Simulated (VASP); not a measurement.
# BN (P6_3/mmc) in VASP: a series of runs

The runs below take BN through single point, with revPBE+D4, PBE, LDA, r2SCAN+D4.

Everything below comes from runs of VASP 6.6.1. Logs are shortened: lines on timing, memory, paths and dates and some standing lists are left out, and cuts for length are marked.

### Step 1. The cell of the first run

Symmetry: P6_3/mmc, No. 194, hexagonal system. Conventional cell: a = 2.508 Å, b = 2.508 Å, c = 6.089 Å, α = 90.00°, β = 90.00°, γ = 120.00°. Within 1.9 Å of N (site symmetry -6m2) lie 3 B at 1.45 Å. B (site symmetry -6m2) has 3 N at 1.45 Å within 1.9 Å.

### Step 2. Single point, revPBE+D4

Input file INCAR:

```
SYSTEM = BN
PREC = Accurate
ENCUT = 520
EDIFF = 1E-7
ISMEAR = -1
SIGMA = 0.05
LREAL = .False.
LASPH = .True.
NELM = 80
ALGO = Normal
ISIF = 2
LWAVE = .False.
LCHARG = .False.
GGA = RE
IVDW = 13
NBANDS = 16
```

Input file KPOINTS:

```
Automatic mesh
0
Gamma
  12 12 4
  0 0 0
```

Input file POSCAR:

```
BN
1.0
    2.5079446704      0.0000000000      0.0000000000
   -1.2539723352      2.1719437958      0.0000000000
    0.0000000000      0.0000000000      6.0889668426
N B
2 2
Direct
    0.6666666667      0.3333333333      0.2500000000
    0.3333333333      0.6666666667      0.7500000000
    0.6666666667      0.3333333333      0.7500000000
    0.3333333333      0.6666666667      0.2500000000
```

Potentials or basis: VASP PAW PBE potentials, release 64 (N, B).

Run with:

```
cat potpaw_PBE.64/N/POTCAR potpaw_PBE.64/B/POTCAR > POTCAR
mpirun -np 1 vasp_std > vasp.out
```

OUTCAR:

```text
SYSTEM = BN
   PREC = Accurate
   ENCUT = 520
   EDIFF = 1E-7
   ISMEAR = -1
   LREAL = .False.
   LASPH = .True.
   NELM = 80
   ISIF = 2
   GGA = RE
   IVDW = 13

 ion  position               nearest neighbor table
   1  0.667  0.333  0.250-   4 1.45   4 1.45   4 1.45
   2  0.333  0.667  0.750-   3 1.45   3 1.45   3 1.45
   3  0.667  0.333  0.750-   2 1.45   2 1.45   2 1.45
   4  0.333  0.667  0.250-   1 1.45   1 1.45   1 1.45

  LATTYP: Found a hexagonal cell.
 ALAT       =     2.5079446704
 C/A-ratio  =     2.4278712822

  Lattice vectors:

 A1 = (   2.5079446704,   0.0000000000,   0.0000000000)
 A2 = (  -1.2539723352,   2.1719437958,   0.0000000000)
 A3 = (   0.0000000000,   0.0000000000,   6.0889668426)

Analysis of symmetry for initial positions (statically):
=====================================================================
 Subroutine PRICEL returns:
 Original cell was already a primitive cell.

 Routine SETGRP: Setting up the symmetry group for a
 hexagonal supercell.

 Subroutine GETGRP returns: Found 24 space group operations
 (whereof 12 operations were pure point group operations)
 out of a pool of 24 trial point group operations.

The static configuration has the point symmetry D_3d.
 The point group associated with its full space group is D_6h.

Analysis of symmetry for dynamics (positions and initial velocities):
=====================================================================
 Subroutine PRICEL returns:
 Original cell was already a primitive cell.

 Routine SETGRP: Setting up the symmetry group for a
 hexagonal supercell.

 Subroutine GETGRP returns: Found 24 space group operations
 (whereof 12 operations were pure point group operations)
 out of a pool of 24 trial point group operations.

The dynamic configuration has the point symmetry D_3d.
 The point group associated with its full space group is D_6h.

 Subroutine INISYM returns: Found 24 space group operations
 (whereof 12 operations are pure point group operations),
 and found     1 'primitive' translations

----------------------------------------------------------------------------------------

                                     Primitive cell

  volume of cell :      33.1673

  direct lattice vectors                    reciprocal lattice vectors
     2.507944670  0.000000000  0.000000000     0.398732879  0.230208535  0.000000000
    -1.253972335  2.171943796  0.000000000     0.000000000  0.460417071  0.000000000
[... 93 lines left out ...]
   IBRION =     -1    ionic relax: 0-MD 1-quasi-New 2-CG
   NFREE  =      0    steps in history (QN), initial steepest desc. (CG)
   ISIF   =      2    stress and relaxation
   ISYM   =      2    0-nonsym 1-usesym 2-fastsym
   POTIM  = 0.5000    time-step for ionic-motion
   TEBEG  =    0.0;   TEEND  =   0.0 temperature during run
   PSTRESS=    0.0 pullay stress
   NELECT =      16.0000    total number of electrons
   NUPDOWN=      -1.0000    fix difference up-down
   EMIN   =  10.00;   EMAX   =-10.00  energy-range for DOS
   EFERMI =   0.00;   METHOD = LEGACY
   ISMEAR =    -1;   SIGMA  =   0.05  broadening in eV -4-tet -1-fermi 0-gaus
   EFERMI_NEDOS =   21; number of points for ismear=-14 and -15
   IALGO  =     38    algorithm
   IMIX   =      4    mixing-type and parameters
     AMIX     =   0.40;   BMIX     =  1.00
     AMIX_MAG =   1.60;   BMIX_MAG =  1.00
  volume/ion in A,a.u.               =       8.29        55.96
  Fermi-wavevector in a.u.,A,eV,Ry     =   1.283940  2.426295 22.429235  1.648502
  Thomas-Fermi vector in A             =   2.416163
   LORBIT       =      0    0 simple, 1 ext, 2 COOP (PROOUT), +10 PAW based schemes
   GGA     = RE    functional components
   LHFCALC =     F    Hartree Fock is set to
   AEXX    =    0.0000 exact exchange contribution
   IVDW    =    13    specifies the selected vdW correction
   LEPSILON=     F    determine dielectric tensor
   LRPA    =     F    only Hartree local field effects (RPA)
 non-spin polarized calculation
  energy-cutoff  :      520.00
  volume of cell :       33.17
 maximum number of plane-waves:       922
 NGX is ok and might be reduce to    20
   NGX =  9   NGY =  9   NGZ = 23

 number of electron      16.0000001 magnetization

 Free energy of the ion-electron system (eV)
  ---------------------------------------------------
  ext. energy  EPLUGINS =         0.00000000
  ---------------------------------------------------
  free energy    TOTEN  =       -33.80622609 eV

  energy without entropy =      -33.80622609  energy(sigma->0) =      -33.80622609

 E-fermi :   4.2685     XC(G=0): -10.4847

 val. band max:        3.1577277851   @ k =   0.3333   0.2500   0.0000
 cond. band min:       7.3312345408   @ k =   0.5000   0.0000   0.0000
 fundamental gap:      4.1735067557
 Fermi energy:         4.2685335075

 k-point     1 :       0.0000    0.0000    0.0000
  band No.  band energies     occupation
      1     -14.8732      2.00000
      2     -14.3311      2.00000
      3      -3.5040      2.00000
      4      -0.3771      2.00000
      5       1.7415      2.00000
      6       1.7415      2.00000
[... 433 lines left out ...]
      3      -3.8470      2.00000
      4      -3.7189      2.00000
      5      -0.5032      2.00000
      6      -0.4077      2.00000
[... 8 lines left out ...]
     15      20.4875      0.00000
     16      21.6148      0.00000

 [... further k-points ...]

------------------------ aborting loop because EDIFF is reached ----------------------------------------

  DFT-D4 for vdW energy calculation

  Edisp (eV):   -1.54966

  FORCE on cell =-STRESS in cart. coord.  units (eV):
  Direction    XX          YY          ZZ          XY          YZ          ZX
  --------------------------------------------------------------------------------------
  -------------------------------------------------------------------------------------
  Total       0.04176     0.04176    -0.03805     0.00000    -0.00000     0.00000
  in kB       2.01716     2.01716    -1.83812     0.00000    -0.00000     0.00000
  external pressure =        0.73 kB  Pullay stress =        0.00 kB

 VOLUME and BASIS-vectors are now :
 -----------------------------------------------------------------------------
  energy-cutoff  :      520.00
  volume of cell :       33.17
      direct lattice vectors                 reciprocal lattice vectors
     2.507944670  0.000000000  0.000000000     0.398732879  0.230208535  0.000000000
    -1.253972335  2.171943796  0.000000000     0.000000000  0.460417071  0.000000000
     0.000000000  0.000000000  6.088966843     0.000000000  0.000000000  0.164231474

 POSITION                                       TOTAL-FORCE (eV/Angst)
 -----------------------------------------------------------------------------------
      1.25397      0.72398      1.52224        -0.000000      0.000000      0.000000
     -0.00000      1.44796      4.56673        -0.000000      0.000000      0.000000
      1.25397      0.72398      4.56673         0.000000     -0.000000      0.000000
     -0.00000      1.44796      1.52224        -0.000000     -0.000000      0.000000
 -----------------------------------------------------------------------------------
    total drift:                                0.000000     -0.000000      0.000000

  FREE ENERGIE OF THE ION-ELECTRON SYSTEM (eV)
  ---------------------------------------------------
  free  energy   TOTEN  =       -35.3558817021 eV

  energy  without entropy=      -35.3558817021  energy(sigma->0) =      -35.35588170
```

Wall time 23 s (1 thread of Intel Xeon Platinum 8488C (Sapphire Rapids), shared host); peak memory 0.16 GiB.

What came out:

```
Free energy                : -35.3559 eV
Pressure                   : 0.1 GPa
Band gap on the k mesh     : 4.17 eV, indirect (least direct gap 4.47 eV)
Dispersion energy per atom : -0.387 eV
```

Stress tensor (GPa, compression positive):
```
 0.20  0.00  0.00
 0.00  0.20  0.00
 0.00  0.00 -0.18
```

Caveat: the PAW data sets were made with another functional, which shifts forces and pressure a little.

### Step 3. Single point, PBE

This run uses another cell than the first one, of 8.79 Å³/atom, 1.060 times its volume.

Input file INCAR:

```
SYSTEM = BN
ALGO = Normal
EDIFF = 1E-6
ENCUT = 520
GGA = PE
ISIF = 2
ISMEAR = -1
LASPH = .TRUE.
LCHARG = .FALSE.
LREAL = .FALSE.
LWAVE = .FALSE.
NBANDS = 16
NELM = 100
PREC = Accurate
SIGMA = 0.05
```

Input file KPOINTS:

```
k-points
0
G
  12 12 4
  0 0 0
```

Input file POSCAR:

```
BN
1.0
    2.4814727834      0.0000000000      0.0000000000
   -1.2407363917      2.1490184693      0.0000000000
    0.0000000000      0.0000000000      6.5911637588
N B
2 2
Direct
    0.6666666667      0.3333333333      0.2500000000
    0.3333333333      0.6666666667      0.7500000000
    0.6666666667      0.3333333333      0.7500000000
    0.3333333333      0.6666666667      0.2500000000
```

Potentials or basis: VASP PAW PBE potentials, release 64 (N, B).

Run with:

```
cat potpaw_PBE.64/N/POTCAR potpaw_PBE.64/B/POTCAR > POTCAR
mpirun -np 1 vasp_std > vasp.out
```

OUTCAR:

```text
SYSTEM = BN
   EDIFF = 1E-6
   ENCUT = 520
   GGA = PE
   ISIF = 2
   ISMEAR = -1
   LASPH = .TRUE.
   LREAL = .FALSE.
   NELM = 100
   PREC = Accurate

 ion  position               nearest neighbor table
   1  0.667  0.333  0.250-   4 1.43   4 1.43   4 1.43
   2  0.333  0.667  0.750-   3 1.43   3 1.43   3 1.43
   3  0.667  0.333  0.750-   2 1.43   2 1.43   2 1.43
   4  0.333  0.667  0.250-   1 1.43   1 1.43   1 1.43

  LATTYP: Found a hexagonal cell.
 ALAT       =     2.4814727834
 C/A-ratio  =     2.6561499295

  Lattice vectors:

 A1 = (   2.4814727834,   0.0000000000,   0.0000000000)
 A2 = (  -1.2407363917,   2.1490184693,   0.0000000000)
 A3 = (   0.0000000000,   0.0000000000,   6.5911637588)

Analysis of symmetry for initial positions (statically):
=====================================================================
 Subroutine PRICEL returns:
 Original cell was already a primitive cell.

 Routine SETGRP: Setting up the symmetry group for a
 hexagonal supercell.

 Subroutine GETGRP returns: Found 24 space group operations
 (whereof 12 operations were pure point group operations)
 out of a pool of 24 trial point group operations.

The static configuration has the point symmetry D_3d.
 The point group associated with its full space group is D_6h.

Analysis of symmetry for dynamics (positions and initial velocities):
=====================================================================
 Subroutine PRICEL returns:
 Original cell was already a primitive cell.

 Routine SETGRP: Setting up the symmetry group for a
 hexagonal supercell.

 Subroutine GETGRP returns: Found 24 space group operations
 (whereof 12 operations were pure point group operations)
 out of a pool of 24 trial point group operations.

The dynamic configuration has the point symmetry D_3d.
 The point group associated with its full space group is D_6h.

 Subroutine INISYM returns: Found 24 space group operations
 (whereof 12 operations are pure point group operations),
[... 121 lines left out ...]
  volume/ion in A,a.u.               =       8.79        59.30
  Fermi-wavevector in a.u.,A,eV,Ry     =   1.259344  2.379814 21.578109  1.585946
  Thomas-Fermi vector in A             =   2.392908
   LORBIT       =      0    0 simple, 1 ext, 2 COOP (PROOUT), +10 PAW based schemes
   GGA     = PE    functional components
   LHFCALC =     F    Hartree Fock is set to
   AEXX    =    0.0000 exact exchange contribution
   IVDW    =     0    specifies the selected vdW correction
   LEPSILON=     F    determine dielectric tensor
   LRPA    =     F    only Hartree local field effects (RPA)
 non-spin polarized calculation
  energy-cutoff  :      520.00
  volume of cell :       35.15
 maximum number of plane-waves:       967
   NGX =  9   NGY =  9   NGZ = 25

 number of electron      15.9999994 magnetization

 Free energy of the ion-electron system (eV)
  ---------------------------------------------------
  ext. energy  EPLUGINS =         0.00000000
  ---------------------------------------------------
  free energy    TOTEN  =       -35.11143565 eV

  energy without entropy =      -35.11143565  energy(sigma->0) =      -35.11143565

 E-fermi :   3.5050     XC(G=0): -10.1752

 val. band max:        2.4503140403   @ k =   0.3333   0.3333   0.5000
 cond. band min:       6.7600800349   @ k =   0.5000  -0.0000   0.0000
 fundamental gap:      4.3097659946
 Fermi energy:         3.5049707301

 k-point     1 :       0.0000    0.0000    0.0000
  band No.  band energies     occupation
      1     -15.5172      2.00000
      2     -15.2084      2.00000
      3      -3.9304      2.00000
      4      -1.7460      2.00000
      5       1.1526      2.00000
      6       1.1526      2.00000
[... 433 lines left out ...]
      3      -4.4939      2.00000
      4      -4.4335      2.00000
      5      -1.1554      2.00000
      6      -1.1108      2.00000
[... 8 lines left out ...]
     15      19.5722      0.00000
     16      21.4480      0.00000

 [... further k-points ...]

------------------------ aborting loop because EDIFF is reached ----------------------------------------

  FORCE on cell =-STRESS in cart. coord.  units (eV):
  Direction    XX          YY          ZZ          XY          YZ          ZX
  --------------------------------------------------------------------------------------
  -------------------------------------------------------------------------------------
  Total        3.1010623      3.1010623      0.6898934     -0.0000000     -0.0000000      0.0000000
  in kB      141.3543911    141.3543911     31.4471167     -0.0000000     -0.0000000      0.0000000
  external PRESSURE =     104.7186330 kB  Pullay stress =       0.0000000 kB

 VOLUME and BASIS-vectors are now :
 -----------------------------------------------------------------------------
  energy-cutoff  :      520.00
  volume of cell :       35.15
      direct lattice vectors                 reciprocal lattice vectors
     2.481472783  0.000000000  0.000000000     0.402986487  0.232664357  0.000000000
    -1.240736392  2.149018469  0.000000000     0.000000000  0.465328714  0.000000000
     0.000000000  0.000000000  6.591163759     0.000000000  0.000000000  0.151718276

 POSITION                                       TOTAL-FORCE (eV/Angst)
 -----------------------------------------------------------------------------------
      1.24074      0.71634      1.64779        -0.000000     -0.000000      0.000000
     -0.00000      1.43268      4.94337        -0.000000      0.000000      0.000000
      1.24074      0.71634      4.94337         0.000000     -0.000000      0.000000
     -0.00000      1.43268      1.64779        -0.000000      0.000000      0.000000
 -----------------------------------------------------------------------------------
    total drift:                               -0.000000      0.000000      0.000000

  FREE ENERGIE OF THE ION-ELECTRON SYSTEM (eV)
  ---------------------------------------------------
  free  energy   TOTEN  =       -35.1114356533 eV

  energy  without entropy=      -35.1114356532  energy(sigma->0) =      -35.11143565
```

Wall time 18 s (1 thread of Intel Xeon Platinum 8488C (Sapphire Rapids), shared host); peak memory 0.15 GiB.

What came out:

```yaml
Free_energy: -35.1114 eV
Pressure: 10.5 GPa
Band_gap_on_the_k_mesh: 4.31 eV, indirect (least direct gap 4.71 eV)
```

Caveat: this functional lacks dispersion, which binds the layers, so the pressure and a relaxed spacing across them are unreliable. A k mesh can miss the band edges.

### Step 4. Single point, LDA

This run uses another cell than the first one, of 8.97 Å³/atom, 1.081 times its volume.

Input file INCAR:

```
SYSTEM = BN
PREC = Accurate
ENCUT = 520
EDIFF = 1E-6
ISMEAR = -1
SIGMA = 0.05
LREAL = .FALSE.
LASPH = .TRUE.
NELM = 60
ALGO = Normal
ISIF = 2
LWAVE = .FALSE.
LCHARG = .FALSE.
NBANDS = 16
```

Input file KPOINTS:

```
Automatic mesh
0
G
  12 12 4
  0 0 0
```

Input file POSCAR:

```
BN
1.0
    2.4982400000      0.0000000000      0.0000000000
   -1.2491200000      2.1635393048      0.0000000000
    0.0000000000      0.0000000000      6.6357000000
N B
2 2
Direct
    0.6666666667      0.3333333333      0.2500000000
    0.3333333333      0.6666666667      0.7500000000
    0.6666666667      0.3333333333      0.7500000000
    0.3333333333      0.6666666667      0.2500000000
```

Potentials or basis: VASP PAW LDA potentials, release 64 (N, B).

Run with:

```
cat potpaw_LDA.64/N/POTCAR potpaw_LDA.64/B/POTCAR > POTCAR
mpirun -np 1 vasp_std > vasp.out
```

OUTCAR:

```text
SYSTEM = BN
   PREC = Accurate
   ENCUT = 520
   EDIFF = 1E-6
   ISMEAR = -1
   LREAL = .FALSE.
   LASPH = .TRUE.
   NELM = 60
   ISIF = 2

 ion  position               nearest neighbor table
   1  0.667  0.333  0.250-   4 1.44   4 1.44   4 1.44
   2  0.333  0.667  0.750-   3 1.44   3 1.44   3 1.44
   3  0.667  0.333  0.750-   2 1.44   2 1.44   2 1.44
   4  0.333  0.667  0.250-   1 1.44   1 1.44   1 1.44

  LATTYP: Found a hexagonal cell.
 ALAT       =     2.4982400000
 C/A-ratio  =     2.6561499296

  Lattice vectors:

[... 652 lines left out ...]
  Direction    XX          YY          ZZ          XY          YZ          ZX
  --------------------------------------------------------------------------------------
  -------------------------------------------------------------------------------------
  Total       -0.7587640     -0.7587640     -0.1644970      0.0000000      0.0000000      0.0000000
  in kB      -33.8946867    -33.8946867     -7.3482324      0.0000000      0.0000000      0.0000000
  external PRESSURE =     -25.0458686 kB  Pullay stress =       0.0000000 kB

 VOLUME and BASIS-vectors are now :
 -----------------------------------------------------------------------------
  energy-cutoff  :      520.00
  volume of cell :       35.87
      direct lattice vectors                 reciprocal lattice vectors
     2.498240000  0.000000000  0.000000000     0.400281798  0.231102804  0.000000000
    -1.249120000  2.163539305  0.000000000     0.000000000  0.462205608  0.000000000
     0.000000000  0.000000000  6.635700000     0.000000000  0.000000000  0.150700002

 POSITION                                       TOTAL-FORCE (eV/Angst)
 -----------------------------------------------------------------------------------
      1.24912      0.72118      1.65892        -0.000000      0.000000      0.000000
     -0.00000      1.44236      4.97677         0.000000      0.000000      0.000000
      1.24912      0.72118      4.97677        -0.000000      0.000000      0.000000
     -0.00000      1.44236      1.65892         0.000000     -0.000000      0.000000
 -----------------------------------------------------------------------------------
    total drift:                                0.000000     -0.000000      0.000000

  FREE ENERGIE OF THE ION-ELECTRON SYSTEM (eV)
  ---------------------------------------------------
  free  energy   TOTEN  =       -38.5771363756 eV

  energy  without entropy=      -38.5771363755  energy(sigma->0) =      -38.57713638
```

Wall time 18 s (1 thread of Intel Xeon Platinum 8488C (Sapphire Rapids), shared host); peak memory 0.14 GiB.

Results:

```yaml
Free_energy: -38.5771 eV
Pressure: -2.5 GPa
Band_gap_on_the_k_mesh: 4.09 eV, indirect (least direct gap 4.51 eV)
```

Levels at points of the mesh, in eV from the valence-band top:
| k point | band 5 | band 6 | band 7 | band 8 | band 9 | band 10 | band 11 | band 12 |
| --- | --- | --- | --- | --- | --- | --- | --- | --- |
| (0.00, 0.00, 0.00) | -1.33 | -1.33 | -1.30 | -1.30 | 4.94 | 10.06 | 11.49 | 11.49 |
| (0.50, 0.00, 0.00) | -4.17 | -4.10 | -1.49 | -0.44 | 4.09 | 5.54 | 9.53 | 10.01 |
| (0.00, 0.00, 0.50) | -1.31 | -1.31 | -1.31 | -1.31 | 7.37 | 7.37 | 11.55 | 11.55 |
| (0.50, 0.00, 0.50) | -4.14 | -4.14 | -0.94 | -0.94 | 4.57 | 4.57 | 9.97 | 9.97 |

A k mesh can miss the band edges. Expect the measured gap to be larger: semilocal functionals such as LDA lack the derivative discontinuity.

[end of part 1 of 2]
